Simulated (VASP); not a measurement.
# BaS (Fm-3m) in VASP: further runs

Runs on BaS. Level: LDA. Tasks: electric field gradients.

All numbers are computed with VASP 6.6.1; they aren't measurements. Logs are shortened: lines on timing, memory, paths and dates and some standing lists are left out, and cuts for length are marked.

### Step 1. The cell of the first run

It takes space group Fm-3m (No. 225, cubic). The conventional cell has a = 6.301 Å, b = 6.301 Å, c = 6.301 Å, α = 90.00°, β = 90.00°, γ = 90.00°. Ba (site symmetry m-3m) has 6 S at 3.15 Å within 4.1 Å. Within 4.1 Å of S (site symmetry m-3m) lie 6 Ba at 3.15 Å.

### Step 2. Electric field gradients, LDA (31.27 Å³/atom)

INCAR reads:

```
SYSTEM = BaS
PREC = Accurate
ENCUT = 520
EDIFF = 1E-8
ISMEAR = -1
SIGMA = 0.01
LREAL = .False.
LASPH = .True.
NELM = 80
ALGO = Normal
ISIF = 2
LWAVE = .False.
LCHARG = .False.
LEFG = .True.
NBANDS = 15
```

KPOINTS reads:

```
Automatic mesh
0
Gamma
  7 7 7
  0 0 0
```

POSCAR reads:

```
BaS
1.0
    0.0000000000      3.1505859250      3.1505859250
    3.1505859250      0.0000000000      3.1505859250
    3.1505859250      3.1505859250      0.0000000000
Ba S
1 1
Direct
    0.0000000000      0.0000000000      0.0000000000
    0.5000000000      0.5000000000      0.5000000000
```

Potentials or basis: VASP PAW LDA potentials, release 64 (Ba_sv, S).

Run with:

```sh
$ cat potpaw_LDA.64/Ba_sv/POTCAR potpaw_LDA.64/S/POTCAR > POTCAR
$ mpirun -np 1 vasp_std > vasp.out
```

OUTCAR:

```text
SYSTEM = BaS
   PREC = Accurate
   ENCUT = 520
   EDIFF = 1E-8
   ISMEAR = -1
   LREAL = .False.
   LASPH = .True.
   NELM = 80
   ISIF = 2

 ion  position               nearest neighbor table
   1  0.000  0.000  0.000-   2 3.15   2 3.15   2 3.15   2 3.15   2 3.15   2 3.15
   2  0.500  0.500  0.500-   1 3.15   1 3.15   1 3.15   1 3.15   1 3.15   1 3.15

  LATTYP: Found a face centered cubic cell.
 ALAT       =     6.3011718500

  Lattice vectors:

 A1 = (   0.0000000000,   3.1505859250,   3.1505859250)
 A2 = (   3.1505859250,   0.0000000000,   3.1505859250)
 A3 = (   3.1505859250,   3.1505859250,   0.0000000000)

Analysis of symmetry for initial positions (statically):
=====================================================================
 Subroutine PRICEL returns:
 Original cell was already a primitive cell.

 Routine SETGRP: Setting up the symmetry group for a
 face centered cubic supercell.

 Subroutine GETGRP returns: Found 48 space group operations
 (whereof 48 operations were pure point group operations)
 out of a pool of 48 trial point group operations.

The static configuration has the point symmetry O_h .

Analysis of symmetry for dynamics (positions and initial velocities):
=====================================================================
 Subroutine PRICEL returns:
 Original cell was already a primitive cell.

 Routine SETGRP: Setting up the symmetry group for a
 face centered cubic supercell.

 Subroutine GETGRP returns: Found 48 space group operations
 (whereof 48 operations were pure point group operations)
 out of a pool of 48 trial point group operations.

The dynamic configuration has the point symmetry O_h .

 Subroutine INISYM returns: Found 48 space group operations
 (whereof 48 operations are pure point group operations),
 and found     1 'primitive' translations

----------------------------------------------------------------------------------------

                                     Primitive cell

  volume of cell :      62.5466

  direct lattice vectors                    reciprocal lattice vectors
     0.000000000  3.150585925  3.150585925    -0.158700639  0.158700639  0.158700639
     3.150585925  0.000000000  3.150585925     0.158700639 -0.158700639  0.158700639
     3.150585925  3.150585925  0.000000000     0.158700639  0.158700639 -0.158700639

  length of vectors
     4.455601345  4.455601345  4.455601345     0.274877570  0.274877570  0.274877570

  position of ions in fractional coordinates (direct lattice)
     0.000000000  0.000000000  0.000000000
     0.500000000  0.500000000  0.500000000

  ion indices of the primitive-cell ions
   primitive index   ion index
                 1           1
                 2           2

----------------------------------------------------------------------------------------

 KPOINTS: Automatic mesh

Automatic generation of k-mesh.
 Grid dimensions read from file:
 generate k-points for:    7    7    7

 Generating k-lattice:

  Cartesian coordinates                     Fractional coordinates (reciprocal lattice)
    -0.022671520  0.022671520  0.022671520     0.142857143  0.000000000  0.000000000
     0.022671520 -0.022671520  0.022671520     0.000000000  0.142857143  0.000000000
     0.022671520  0.022671520 -0.022671520     0.000000000  0.000000000  0.142857143

  Length of vectors
     0.039268224  0.039268224  0.039268224

  Shift w.r.t. Gamma in fractional coordinates (k-lattice)
     0.000000000  0.000000000  0.000000000

 Subroutine IBZKPT returns following result:
 ===========================================

 Found     20 irreducible k-points:

 Following reciprocal coordinates:
            Coordinates               Weight
  0.000000  0.000000  0.000000      1.000000
  0.142857  0.000000  0.000000      8.000000
  0.285714  0.000000  0.000000      8.000000
  0.428571  0.000000  0.000000      8.000000
  0.142857  0.142857  0.000000      6.000000
  0.285714  0.142857  0.000000     24.000000
[... 12 lines left out ...]
 -0.428571  0.428571  0.142857     24.000000
 -0.285714  0.428571  0.142857     24.000000
   k-points           NKPTS =     20   k-points in BZ     NKDIM =     20   number of bands    NBANDS=     15
   number of dos      NEDOS =    301   number of ions     NIONS =      2
   total plane-waves  NPLWV =  46656
   dimension x,y,z NGX =    36 NGY =   36 NGZ =   36
   dimension x,y,z NGXF=    72 NGYF=   72 NGZF=   72
   ions per type =               1   1
   NGX,Y,Z   is equivalent  to a cutoff of  13.43, 13.43, 13.43 a.u.
   NGXF,Y,Z  is equivalent  to a cutoff of  26.86, 26.86, 26.86 a.u.
 SYSTEM =  BaS
   PREC   = accura    normal or accurate (medium, high low for compatibility)
   ISTART =      0    job   : 0-new  1-cont  2-samecut
   ICHARG =      2    charge: 1-file 2-atom 10-const
   ISPIN  =      1    spin polarized calculation?
   LNONCOLLINEAR =      F non collinear calculations
   LSORBIT =      F    spin-orbit coupling
   LASPH  =      T    aspherical Exc in radial PAW
   ENCUT  =  520.0 eV  38.22 Ry    6.18 a.u.   8.28  8.28  8.28*2*pi/ulx,y,z
   NELM   =     80;   NELMIN=  2; NELMDL= -5     # of ELM steps
   EDIFF  = 0.1E-07   stopping-criterion for ELM
   LREAL  =      F    real-space projection
   EDIFFG = 0.1E-06   stopping-criterion for IOM
   NSW    =      0    number of steps for IOM
   IBRION =     -1    ionic relax: 0-MD 1-quasi-New 2-CG
   NFREE  =      0    steps in history (QN), initial steepest desc. (CG)
   ISIF   =      2    stress and relaxation
   ISYM   =      2    0-nonsym 1-usesym 2-fastsym
   POTIM  = 0.5000    time-step for ionic-motion
   TEBEG  =    0.0;   TEEND  =   0.0 temperature during run
   PSTRESS=    0.0 pullay stress
   NELECT =      16.0000    total number of electrons
   NUPDOWN=      -1.0000    fix difference up-down
   EMIN   =  10.00;   EMAX   =-10.00  energy-range for DOS
   EFERMI =   0.00;   METHOD = LEGACY
   ISMEAR =    -1;   SIGMA  =   0.01  broadening in eV -4-tet -1-fermi 0-gaus
   EFERMI_NEDOS =   21; number of points for ismear=-14 and -15
   IALGO  =     38    algorithm
   IMIX   =      4    mixing-type and parameters
     AMIX     =   0.40;   BMIX     =  1.00
     AMIX_MAG =   1.60;   BMIX_MAG =  1.00
  volume/ion in A,a.u.               =      31.27       211.04
  Fermi-wavevector in a.u.,A,eV,Ry     =   1.039234  1.963868 14.694402  1.080008
  Thomas-Fermi vector in A             =   2.173755
   LORBIT       =      0    0 simple, 1 ext, 2 COOP (PROOUT), +10 PAW based schemes
   GGA     = CA    functional components
   LHFCALC =     F    Hartree Fock is set to
   AEXX    =    0.0000 exact exchange contribution
   IVDW    =     0    specifies the selected vdW correction
   LEPSILON=     F    determine dielectric tensor
   LRPA    =     F    only Hartree local field effects (RPA)
 non-spin polarized calculation
  energy-cutoff  :      520.00
  volume of cell :       62.55
 maximum number of plane-waves:      1705
 NGX is ok and might be reduce to    36
   NGX = 17   NGY = 17   NGZ = 17

 number of electron      15.9999998 magnetization

 Free energy of the ion-electron system (eV)
  ---------------------------------------------------
  ext. energy  EPLUGINS =         0.00000000
  ---------------------------------------------------
  free energy    TOTEN  =       -11.17481735 eV

  energy without entropy =      -11.17481735  energy(sigma->0) =      -11.17481735

 E-fermi :   1.7364     XC(G=0):  -9.1583

 val. band max:        1.4621267327   @ k =   0.0000   0.0000   0.0000
 cond. band min:       3.3506593145   @ k =   0.4286   0.4286   0.0000
 fundamental gap:      1.8885325819
 Fermi energy:         1.7364092218

 k-point     1 :       0.0000    0.0000    0.0000
  band No.  band energies     occupation
      1     -24.4174      2.00000
      2      -9.4848      2.00000
      3      -9.4848      2.00000
      4      -9.4848      2.00000
      5      -8.9174      2.00000
      6       1.4621      2.00000
      7       1.4621      2.00000
      8       1.4621      2.00000
      9       4.9756      0.00000
     10       5.1630      0.00000
     11       5.1630      0.00000
     12       5.1630      0.00000
     13       6.1927      0.00000
     14       6.1927      0.00000
     15       9.9688      0.00000

 k-point     2 :       0.1429    0.0000    0.0000
  band No.  band energies     occupation
      1     -24.4068      2.00000
      2      -9.9635      2.00000
      3      -9.4936      2.00000
      4      -9.4936      2.00000
      5      -8.4218      2.00000
      6       0.8962      2.00000
      7       1.1635      2.00000
      8       1.1635      2.00000
      9       5.1806      0.00000
     10       5.4849      0.00000
     11       5.4849      0.00000
     12       5.7780      0.00000
     13       6.8269      0.00000
     14       6.8269      0.00000
     15      10.8265      0.00000

 k-point     3 :       0.2857    0.0000    0.0000
  band No.  band energies     occupation
      1     -24.3827      2.00000
      2     -10.5009      2.00000
      3      -9.5129      2.00000
      4      -9.5129      2.00000
      5      -7.8427      2.00000
      6      -0.0064      2.00000
      7       0.6414      2.00000
      8       0.6414      2.00000
      9       5.5509      0.00000
     10       6.3697      0.00000
     11       6.3697      0.00000
     12       7.1894      0.00000
     13       8.3307      0.00000
     14       8.3307      0.00000
     15      12.1427      0.00000
[... 271 lines left out ...]
 k-point    19 :      -0.4286    0.4286    0.1429
  band No.  band energies     occupation
      1     -24.3462      2.00000
      2     -10.2270      2.00000
      3      -9.8187      2.00000
      4      -9.7749      2.00000
      5      -8.2972      2.00000
      6       0.5451      2.00000
      7       0.8310      2.00000
      8       1.1096      2.00000
      9       4.2437      0.00000
     10       7.2770      0.00000
     11       7.6725      0.00000
     12       8.7329      0.00000
     13       8.9211      0.00000
     14       9.6138      0.00000
     15      10.9962      0.00000

 k-point    20 :      -0.2857    0.4286    0.1429
  band No.  band energies     occupation
      1     -24.3444      2.00000
      2     -10.2739      2.00000
      3      -9.9252      2.00000
      4      -9.7489      2.00000
      5      -8.1077      2.00000
      6       0.2200      2.00000
      7       0.8509      2.00000
      8       0.9491      2.00000
      9       5.2382      0.00000
     10       6.2026      0.00000
     11       7.9782      0.00000
     12       8.6106      0.00000
     13       8.7794      0.00000
     14      10.8044      0.00000
     15      11.7697      0.00000

------------------------ aborting loop because EDIFF is reached ----------------------------------------

  FORCE on cell =-STRESS in cart. coord.  units (eV):
  Direction    XX          YY          ZZ          XY          YZ          ZX
  --------------------------------------------------------------------------------------
  -------------------------------------------------------------------------------------
  Total        0.0152929      0.0152929      0.0152929     -0.0000000     -0.0000000      0.0000000
  in kB        0.3917388      0.3917388      0.3917388     -0.0000000     -0.0000000      0.0000000
  external PRESSURE =       0.3917388 kB  Pullay stress =       0.0000000 kB

 VOLUME and BASIS-vectors are now :
 -----------------------------------------------------------------------------
  energy-cutoff  :      520.00
  volume of cell :       62.55
      direct lattice vectors                 reciprocal lattice vectors
     0.000000000  3.150585925  3.150585925    -0.158700639  0.158700639  0.158700639
     3.150585925  0.000000000  3.150585925     0.158700639 -0.158700639  0.158700639
     3.150585925  3.150585925  0.000000000     0.158700639  0.158700639 -0.158700639

 POSITION                                       TOTAL-FORCE (eV/Angst)
 -----------------------------------------------------------------------------------
      0.00000      0.00000      0.00000         0.000000     -0.000000      0.000000
      3.15059      3.15059      3.15059        -0.000000      0.000000     -0.000000
 -----------------------------------------------------------------------------------
    total drift:                                0.000000      0.000000      0.000000

  FREE ENERGIE OF THE ION-ELECTRON SYSTEM (eV)
  ---------------------------------------------------
  free  energy   TOTEN  =       -11.1748173550 eV

  energy  without entropy=      -11.1748173550  energy(sigma->0) =      -11.17481735

 Electric field gradients (V/A^2)
---------------------------------------------------------------------
 ion       V_xx      V_yy      V_zz      V_xy      V_xz      V_yz
---------------------------------------------------------------------
   1       0.000    -0.000    -0.000     0.000     0.000     0.000
   2       0.000     0.000     0.000     0.000     0.000     0.000
---------------------------------------------------------------------

 Electric field gradients after diagonalization (V/A^2)
 (convention: |V_zz| > |V_xx| > |V_yy|)
----------------------------------------------------------------------
 ion       V_xx      V_yy      V_zz     asymmetry (V_yy - V_xx)/ V_zz
----------------------------------------------------------------------
   1      -0.000    -0.000     0.000       0.000
   2      -0.000    -0.000     0.001       0.000
----------------------------------------------------------------------

           NMR quadrupolar parameters

 Cq : quadrupolar parameter    Cq=e*Q*V_zz/h
 eta: asymmetry parameters     (V_yy - V_xx)/ V_zz
 Q  : nuclear electric quadrupole moment in mb (millibarn)
----------------------------------------------------------------------
 ion       Cq(MHz)       eta       Q (mb)
----------------------------------------------------------------------
   1       0.000       0.000       1.000
   2       0.000       0.000       1.000
----------------------------------------------------------------------
```

It took 9.2 s on 1 thread of Intel Xeon 6975P-C (Granite Rapids), shared host; peak memory 0.17 GiB.

Results:

- Free energy: -11.1748 eV
- Pressure: 0.0 GPa
- Band gap on the k mesh: 1.89 eV (least direct gap 2.02 eV)
- Largest electric field gradient by atom: under 0.05 V/Å² on every atom

Caveat: spin-orbit coupling is left out, which moves the levels of the heavy elements; an odd mesh through Γ misses points on the zone boundary, where band edges can lie.

### Step 3. Electric field gradients, LDA (31.27 Å³/atom)

INCAR reads:

```
ALGO = Normal
EDIFF = 1E-8
ENCUT = 520
ISIF = 2
ISMEAR = -1
LASPH = True
LCHARG = False
LEFG = True
LREAL = False
LWAVE = False
NBANDS = 15
NELM = 60
PREC = Accurate
SIGMA = 0.01
```

KPOINTS reads:

```
k-points
0
Gamma
  7 7 7
```

POSCAR is that of step 2.

Potentials or basis: VASP PAW LDA potentials, release 64 (Ba_sv, S).

Run with:

```sh
$ cat potpaw_LDA.64/Ba_sv/POTCAR potpaw_LDA.64/S/POTCAR > POTCAR
$ mpirun -np 1 vasp_std > vasp.out
```

OUTCAR:

```text
EDIFF = 1E-8
   ENCUT = 520
   ISIF = 2
   ISMEAR = -1
   LASPH = True
   LREAL = False
   NELM = 60
   PREC = Accurate

 ion  position               nearest neighbor table
   1  0.000  0.000  0.000-   2 3.15   2 3.15   2 3.15   2 3.15   2 3.15   2 3.15
   2  0.500  0.500  0.500-   1 3.15   1 3.15   1 3.15   1 3.15   1 3.15   1 3.15

  LATTYP: Found a face centered cubic cell.
 ALAT       =     6.3011718500

  Lattice vectors:

 A1 = (   0.0000000000,   3.1505859250,   3.1505859250)
 A2 = (   3.1505859250,   0.0000000000,   3.1505859250)
 A3 = (   3.1505859250,   3.1505859250,   0.0000000000)

Analysis of symmetry for initial positions (statically):
=====================================================================
 Subroutine PRICEL returns:
 Original cell was already a primitive cell.

 Routine SETGRP: Setting up the symmetry group for a
 face centered cubic supercell.

 Subroutine GETGRP returns: Found 48 space group operations
 (whereof 48 operations were pure point group operations)
[... 542 lines left out ...]
     3.150585925  0.000000000  3.150585925     0.158700639 -0.158700639  0.158700639
     3.150585925  3.150585925  0.000000000     0.158700639  0.158700639 -0.158700639

 POSITION                                       TOTAL-FORCE (eV/Angst)
 -----------------------------------------------------------------------------------
      0.00000      0.00000      0.00000         0.000000     -0.000000      0.000000
      3.15059      3.15059      3.15059        -0.000000      0.000000     -0.000000
 -----------------------------------------------------------------------------------
    total drift:                                0.000000      0.000000      0.000000

  FREE ENERGIE OF THE ION-ELECTRON SYSTEM (eV)
  ---------------------------------------------------
  free  energy   TOTEN  =       -11.1748173550 eV

  energy  without entropy=      -11.1748173550  energy(sigma->0) =      -11.17481735

 Electric field gradients (V/A^2)
---------------------------------------------------------------------
 ion       V_xx      V_yy      V_zz      V_xy      V_xz      V_yz
---------------------------------------------------------------------
   1       0.000    -0.000    -0.000     0.000     0.000     0.000
   2       0.000     0.000     0.000     0.000     0.000     0.000
---------------------------------------------------------------------

 Electric field gradients after diagonalization (V/A^2)
 (convention: |V_zz| > |V_xx| > |V_yy|)
----------------------------------------------------------------------
 ion       V_xx      V_yy      V_zz     asymmetry (V_yy - V_xx)/ V_zz
----------------------------------------------------------------------
   1      -0.000    -0.000     0.000       0.000
   2      -0.000    -0.000     0.001       0.000
----------------------------------------------------------------------

           NMR quadrupolar parameters

 Cq : quadrupolar parameter    Cq=e*Q*V_zz/h
 eta: asymmetry parameters     (V_yy - V_xx)/ V_zz
 Q  : nuclear electric quadrupole moment in mb (millibarn)
----------------------------------------------------------------------
 ion       Cq(MHz)       eta       Q (mb)
----------------------------------------------------------------------
   1       0.000       0.000       1.000
   2       0.000       0.000       1.000
----------------------------------------------------------------------
```

OSZICAR:

```text
N       E                     dE             d eps       ncg     rms          rms(c)
DAV:   1     0.816528052764E+02    0.81653E+02   -0.70266E+03   600   0.942E+02
DAV:   2    -0.708611240181E+01   -0.88739E+02   -0.79938E+02   841   0.167E+02
DAV:   3    -0.116132210374E+02   -0.45271E+01   -0.44907E+01   786   0.398E+01
DAV:   4    -0.116904355705E+02   -0.77215E-01   -0.77190E-01   810   0.538E+00
DAV:   5    -0.116922996417E+02   -0.18641E-02   -0.18641E-02   838   0.621E-01    0.514E+00
DAV:   6    -0.112034339541E+02    0.48887E+00   -0.63770E-01   677   0.482E+00    0.357E+00
DAV:   7    -0.111799644787E+02    0.23469E-01   -0.13435E-01   769   0.202E+00    0.200E+00
DAV:   8    -0.111756235466E+02    0.43409E-02   -0.19669E-02   684   0.812E-01    0.226E-01
DAV:   9    -0.111746817644E+02    0.94178E-03   -0.25064E-03   719   0.305E-01    0.124E-01
DAV:  10    -0.111748386910E+02   -0.15693E-03   -0.23072E-04   691   0.109E-01    0.325E-02
DAV:  11    -0.111748165799E+02    0.22111E-04   -0.60780E-05   768   0.467E-02    0.110E-02
DAV:  12    -0.111748173059E+02   -0.72598E-06   -0.54495E-06   670   0.132E-02    0.904E-03
DAV:  13    -0.111748173696E+02   -0.63752E-07   -0.34630E-07   768   0.362E-03    0.145E-03
DAV:  14    -0.111748173547E+02    0.14943E-07   -0.58702E-08   733   0.160E-03    0.578E-04
DAV:  15    -0.111748173550E+02   -0.28422E-09   -0.30214E-09   454   0.373E-04
   1 F= -.11174817E+02 E0= -.11174817E+02  d E =-.609076E-14
```

Run time: 9 s. Hardware: 1 thread of Intel Xeon 6975P-C (Granite Rapids), shared host; peak memory 0.17 GiB.

What came out:

| Item | Value |
| --- | --- |
| Free energy | -11.1748 eV |
| Pressure | 0.0 GPa |
| Band gap on the k mesh | 1.89 eV (least direct gap 2.02 eV) |
| Largest electric field gradient by atom | under 0.05 V/Å² on every atom |

Caveat: spin-orbit coupling is left out, which moves the levels of the heavy elements; an odd mesh through Γ misses points on the zone boundary, where band edges can lie.
